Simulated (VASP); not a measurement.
# KTaO3 (Pm-3m) in VASP: single point with PBE

Aim: the single point of KTaO3 with PBE.

Program: VASP 6.6.1. These are calculated values, not measurements. Logs are shortened: lines on timing, memory, paths and dates and some standing lists are left out, and cuts for length are marked.

## (1) The cell of the first run

It takes space group Pm-3m (No. 221, cubic). Conventional cell: a = 4.103 Å, b = 4.103 Å, c = 4.103 Å, α = 90.00°, β = 90.00°, γ = 90.00°. Within 3.8 Å of K (site symmetry m-3m) lie 12 O at 2.90 Å and 8 Ta at 3.55 Å. Within 2.7 Å of Ta (site symmetry m-3m) lie 6 O at 2.05 Å. Within 2.7 Å of O (site symmetry 4/mmm) lie 2 Ta at 2.05 Å.

## (2) Single point, PBE (13.82 Å³/atom)

The input, INCAR:

```
PREC = Accurate ; ENCUT = 700
EDIFF = 1E-6 ; ISMEAR = 0
SIGMA = 0.01 ; LREAL = False
LASPH = True ; NELM = 120
ALGO = Normal ; ISIF = 2
LWAVE = False ; LCHARG = False
GGA = PE ; NBANDS = 28
GGA_COMPAT = False
```

The input, KPOINTS:

```
Automatic mesh
0
Gamma
  6 6 6
```

The input, POSCAR:

```
KTaO3
1.0
    4.1033553067      0.0000000000      0.0000000000
    0.0000000000      4.1033553067      0.0000000000
    0.0000000000      0.0000000000      4.1033553067
K Ta O
1 1 3
Direct
    0.0000000000      0.0000000000      0.0000000000
    0.5000000000      0.5000000000      0.5000000000
    0.5000000000      0.5000000000      0.0000000000
    0.5000000000      0.0000000000      0.5000000000
    0.0000000000      0.5000000000      0.5000000000
```

Potentials or basis: VASP PAW PBE potentials, release 64 (K_sv, Ta_sv_GW, O).

Launch:

```bash
$ cat potpaw_PBE.64/K_sv/POTCAR potpaw_PBE.64/Ta_sv_GW/POTCAR potpaw_PBE.64/O/POTCAR > POTCAR
$ mpirun -np 1 vasp_std > vasp.out
```

OUTCAR:

```text
PREC = Accurate
   ENCUT = 700
   EDIFF = 1E-6
   ISMEAR = 0
   LREAL = False
   LASPH = True
   NELM = 120
   ISIF = 2
   GGA = PE

 ion  position               nearest neighbor table
   1  0.000  0.000  0.000-   2 3.55   2 3.55   2 3.55   2 3.55   2 3.55   2 3.55   2 3.55   2 3.55

   2  0.500  0.500  0.500-   3 2.05   4 2.05   5 2.05   3 2.05   4 2.05   5 2.05   1 3.55   1 3.55
                             1 3.55   1 3.55   1 3.55   1 3.55   1 3.55   1 3.55
   3  0.500  0.500  0.000-   2 2.05   2 2.05
   4  0.500  0.000  0.500-   2 2.05   2 2.05
   5  0.000  0.500  0.500-   2 2.05   2 2.05

  LATTYP: Found a simple cubic cell.
 ALAT       =     4.1033553067

  Lattice vectors:

 A1 = (   4.1033553067,   0.0000000000,   0.0000000000)
 A2 = (   0.0000000000,   4.1033553067,   0.0000000000)
 A3 = (   0.0000000000,   0.0000000000,   4.1033553067)

Analysis of symmetry for initial positions (statically):
=====================================================================
 Subroutine PRICEL returns:
 Original cell was already a primitive cell.

 Routine SETGRP: Setting up the symmetry group for a
 simple cubic supercell.

 Subroutine GETGRP returns: Found 48 space group operations
 (whereof 48 operations were pure point group operations)
 out of a pool of 48 trial point group operations.

The static configuration has the point symmetry O_h .

Analysis of symmetry for dynamics (positions and initial velocities):
=====================================================================
 Subroutine PRICEL returns:
 Original cell was already a primitive cell.

 Routine SETGRP: Setting up the symmetry group for a
 simple cubic supercell.

 Subroutine GETGRP returns: Found 48 space group operations
 (whereof 48 operations were pure point group operations)
 out of a pool of 48 trial point group operations.

The dynamic configuration has the point symmetry O_h .

 Subroutine INISYM returns: Found 48 space group operations
 (whereof 48 operations are pure point group operations),
 and found     1 'primitive' translations

----------------------------------------------------------------------------------------

                                     Primitive cell

  volume of cell :      69.0903

  direct lattice vectors                    reciprocal lattice vectors
     4.103355307  0.000000000  0.000000000     0.243703000  0.000000000  0.000000000
     0.000000000  4.103355307  0.000000000     0.000000000  0.243703000  0.000000000
     0.000000000  0.000000000  4.103355307     0.000000000  0.000000000  0.243703000

  length of vectors
     4.103355307  4.103355307  4.103355307     0.243703000  0.243703000  0.243703000

  position of ions in fractional coordinates (direct lattice)
     0.000000000  0.000000000  0.000000000
     0.500000000  0.500000000  0.500000000
     0.500000000  0.500000000  0.000000000
     0.500000000  0.000000000  0.500000000
     0.000000000  0.500000000  0.500000000

  ion indices of the primitive-cell ions
   primitive index   ion index
                 1           1
                 2           2
                 3           3
                 4           4
                 5           5

----------------------------------------------------------------------------------------

 KPOINTS: Automatic mesh

Automatic generation of k-mesh.
 Grid dimensions read from file:
 generate k-points for:    6    6    6

 Generating k-lattice:

  Cartesian coordinates                     Fractional coordinates (reciprocal lattice)
     0.040617167  0.000000000  0.000000000     0.166666667  0.000000000  0.000000000
     0.000000000  0.040617167  0.000000000     0.000000000  0.166666667  0.000000000
     0.000000000  0.000000000  0.040617167     0.000000000  0.000000000  0.166666667

  Length of vectors
     0.040617167  0.040617167  0.040617167

  Shift w.r.t. Gamma in fractional coordinates (k-lattice)
     0.000000000  0.000000000  0.000000000

 Subroutine IBZKPT returns following result:
 ===========================================

 Found     20 irreducible k-points:

 Following reciprocal coordinates:
            Coordinates               Weight
  0.000000  0.000000  0.000000      1.000000
  0.166667  0.000000  0.000000      6.000000
  0.333333  0.000000  0.000000      6.000000
  0.500000  0.000000  0.000000      3.000000
  0.166667  0.166667  0.000000     12.000000
  0.333333  0.166667  0.000000     24.000000
[... 12 lines left out ...]
  0.500000  0.500000  0.333333      6.000000
  0.500000  0.500000  0.500000      1.000000
   k-points           NKPTS =     20   k-points in BZ     NKDIM =     20   number of bands    NBANDS=     28
   number of dos      NEDOS =    301   number of ions     NIONS =      5
   total plane-waves  NPLWV =  46656
   dimension x,y,z NGX =    36 NGY =   36 NGZ =   36
   dimension x,y,z NGXF=    72 NGYF=   72 NGZF=   72
   ions per type =               1   1   3
   NGX,Y,Z   is equivalent  to a cutoff of  14.59, 14.59, 14.59 a.u.
   NGXF,Y,Z  is equivalent  to a cutoff of  29.17, 29.17, 29.17 a.u.
 SYSTEM =  unknown system
   PREC   = accura    normal or accurate (medium, high low for compatibility)
   ISTART =      0    job   : 0-new  1-cont  2-samecut
   ICHARG =      2    charge: 1-file 2-atom 10-const
   ISPIN  =      1    spin polarized calculation?
   LNONCOLLINEAR =      F non collinear calculations
   LSORBIT =      F    spin-orbit coupling
   LASPH  =      T    aspherical Exc in radial PAW
   ENCUT  =  700.0 eV  51.45 Ry    7.17 a.u.   8.85  8.85  8.85*2*pi/ulx,y,z
   NELM   =    120;   NELMIN=  2; NELMDL= -5     # of ELM steps
   EDIFF  = 0.1E-05   stopping-criterion for ELM
   LREAL  =      F    real-space projection
   EDIFFG = 0.1E-04   stopping-criterion for IOM
   NSW    =      0    number of steps for IOM
   IBRION =     -1    ionic relax: 0-MD 1-quasi-New 2-CG
   NFREE  =      0    steps in history (QN), initial steepest desc. (CG)
   ISIF   =      2    stress and relaxation
   ISYM   =      2    0-nonsym 1-usesym 2-fastsym
   POTIM  = 0.5000    time-step for ionic-motion
   TEBEG  =    0.0;   TEEND  =   0.0 temperature during run
   PSTRESS=    0.0 pullay stress
   NELECT =      40.0000    total number of electrons
   NUPDOWN=      -1.0000    fix difference up-down
   EMIN   =  10.00;   EMAX   =-10.00  energy-range for DOS
   EFERMI =   0.00;   METHOD = LEGACY
   ISMEAR =     0;   SIGMA  =   0.01  broadening in eV -4-tet -1-fermi 0-gaus
   EFERMI_NEDOS =   21; number of points for ismear=-14 and -15
   IALGO  =     38    algorithm
   IMIX   =      4    mixing-type and parameters
     AMIX     =   0.40;   BMIX     =  1.00
     AMIX_MAG =   1.60;   BMIX_MAG =  1.00
  volume/ion in A,a.u.               =      13.82        93.25
  Fermi-wavevector in a.u.,A,eV,Ry     =   1.364444  2.578425 25.330066  1.861707
  Thomas-Fermi vector in A             =   2.490759
   LORBIT       =      0    0 simple, 1 ext, 2 COOP (PROOUT), +10 PAW based schemes
   GGA     = PE    functional components
   LHFCALC =     F    Hartree Fock is set to
   AEXX    =    0.0000 exact exchange contribution
   IVDW    =     0    specifies the selected vdW correction
   LEPSILON=     F    determine dielectric tensor
   LRPA    =     F    only Hartree local field effects (RPA)
 non-spin polarized calculation
 Gauss-broadening in eV      SIGMA  =   0.01
  energy-cutoff  :      700.00
  volume of cell :       69.09
 maximum number of plane-waves:      2945
 NGX is ok and might be reduce to    36
   NGX = 17   NGY = 17   NGZ = 17

 number of electron      39.9999986 magnetization

 Free energy of the ion-electron system (eV)
  ---------------------------------------------------
  ext. energy  EPLUGINS =         0.00000000
  ---------------------------------------------------
  free energy    TOTEN  =       -43.53308221 eV

  energy without entropy =      -43.53308221  energy(sigma->0) =      -43.53308221

 E-fermi :   2.7432     XC(G=0): -10.5402

 val. band max:        2.5370464035   @ k =   0.5000   0.5000   0.5000
 cond. band min:       4.5474646924   @ k =   0.0000   0.0000   0.0000
 fundamental gap:      2.0104182889
 Fermi energy:         2.7432369165

 k-point     1 :       0.0000    0.0000    0.0000
  band No.  band energies     occupation
      1     -65.5718      2.00000
      2     -31.8965      2.00000
      3     -31.8965      2.00000
      4     -31.8965      2.00000
      5     -24.8610      2.00000
      6     -14.6965      2.00000
[... 20 lines left out ...]
     27      10.6062      0.00000
     28      10.6062      0.00000

 k-point     2 :       0.1667    0.0000    0.0000
  band No.  band energies     occupation
      1     -65.5716      2.00000
      2     -31.9114      2.00000
      3     -31.8960      2.00000
      4     -31.8960      2.00000
      5     -24.8568      2.00000
      6     -14.6307      2.00000
[... 20 lines left out ...]
     27      10.9069      0.00000
     28      10.9492      0.00000

 k-point     3 :       0.3333    0.0000    0.0000
  band No.  band energies     occupation
      1     -65.5714      2.00000
      2     -31.9410      2.00000
      3     -31.8949      2.00000
      4     -31.8949      2.00000
      5     -24.8484      2.00000
      6     -14.5733      2.00000
[... 20 lines left out ...]
     27      11.5452      0.00000
     28      12.0210      0.00000

 k-point     4 :       0.5000    0.0000    0.0000
  band No.  band energies     occupation
      1     -65.5714      2.00000
      2     -31.9557      2.00000
      3     -31.8944      2.00000
      4     -31.8944      2.00000
      5     -24.8442      2.00000
      6     -14.5670      2.00000
[... 454 lines left out ...]
     27      12.6816      0.00000
     28      13.3835      0.00000

 k-point    19 :       0.5000    0.5000    0.3333
  band No.  band energies     occupation
      1     -65.5708      2.00000
      2     -31.9512      2.00000
      3     -31.9512      2.00000
      4     -31.9362      2.00000
      5     -24.8264      2.00000
      6     -13.5902      2.00000
[... 20 lines left out ...]
     27      12.9875      0.00000
     28      13.1491      0.00000

 k-point    20 :       0.5000    0.5000    0.5000
  band No.  band energies     occupation
      1     -65.5706      2.00000
      2     -31.9506      2.00000
      3     -31.9506      2.00000
      4     -31.9506      2.00000
      5     -24.8238      2.00000
      6     -13.3388      2.00000
[... 20 lines left out ...]
     27      12.8850      0.00000
     28      13.8412      0.00000

------------------------ aborting loop because EDIFF is reached ----------------------------------------

  FORCE on cell =-STRESS in cart. coord.  units (eV):
  Direction    XX          YY          ZZ          XY          YZ          ZX
  --------------------------------------------------------------------------------------
  -------------------------------------------------------------------------------------
  Total       -4.1771901     -4.1771901     -4.1771901      0.0000000      0.0000000     -0.0000000
  in kB      -96.8673582    -96.8673582    -96.8673582      0.0000000      0.0000000     -0.0000000
  external PRESSURE =     -96.8673582 kB  Pullay stress =       0.0000000 kB

 VOLUME and BASIS-vectors are now :
 -----------------------------------------------------------------------------
  energy-cutoff  :      700.00
  volume of cell :       69.09
      direct lattice vectors                 reciprocal lattice vectors
     4.103355307  0.000000000  0.000000000     0.243703000  0.000000000  0.000000000
     0.000000000  4.103355307  0.000000000     0.000000000  0.243703000  0.000000000
     0.000000000  0.000000000  4.103355307     0.000000000  0.000000000  0.243703000

 POSITION                                       TOTAL-FORCE (eV/Angst)
 -----------------------------------------------------------------------------------
      0.00000      0.00000      0.00000         0.000000      0.000000      0.000000
      2.05168      2.05168      2.05168         0.000000      0.000000      0.000000
      2.05168      2.05168      0.00000         0.000000      0.000000      0.000000
      2.05168      0.00000      2.05168         0.000000      0.000000      0.000000
      0.00000      2.05168      2.05168         0.000000      0.000000      0.000000
 -----------------------------------------------------------------------------------
    total drift:                                0.000000      0.000000      0.000000

  FREE ENERGIE OF THE ION-ELECTRON SYSTEM (eV)
  ---------------------------------------------------
  free  energy   TOTEN  =       -43.5330822082 eV

  energy  without entropy=      -43.5330822082  energy(sigma->0) =      -43.53308221
```

It took 2 min on 1 thread of AMD EPYC 7R43 (Zen 3), shared host; peak memory 0.2 GiB.

What came out:

```yaml
Free_energy: -43.5331 eV
Pressure: -9.7 GPa
Band_gap_on_the_k_mesh: 2.01 eV (least direct gap 2.65 eV)
```

Levels at points of the mesh, in eV from the valence-band top:
| k point | band 17 | band 18 | band 19 | band 20 | band 21 | band 22 | band 23 | band 24 |
| --- | --- | --- | --- | --- | --- | --- | --- | --- |
| (0.00, 0.00, 0.00) | -0.93 | -0.64 | -0.64 | -0.64 | 2.01 | 2.01 | 2.01 | 5.85 |
| (0.50, 0.00, 0.00) | -1.95 | -1.31 | -0.83 | -0.83 | 2.13 | 4.49 | 4.49 | 5.89 |
| (0.50, 0.50, 0.00) | -1.78 | -1.32 | -1.32 | -0.03 | 4.52 | 4.52 | 5.67 | 6.64 |
| (0.50, 0.50, 0.50) | -3.62 | 0.00 | 0.00 | 0.00 | 5.76 | 5.76 | 5.76 | 8.66 |

Caveat: the cell stands under tension; spin-orbit coupling is left out, which moves the levels of the heavy elements. A k mesh can miss the band edges.
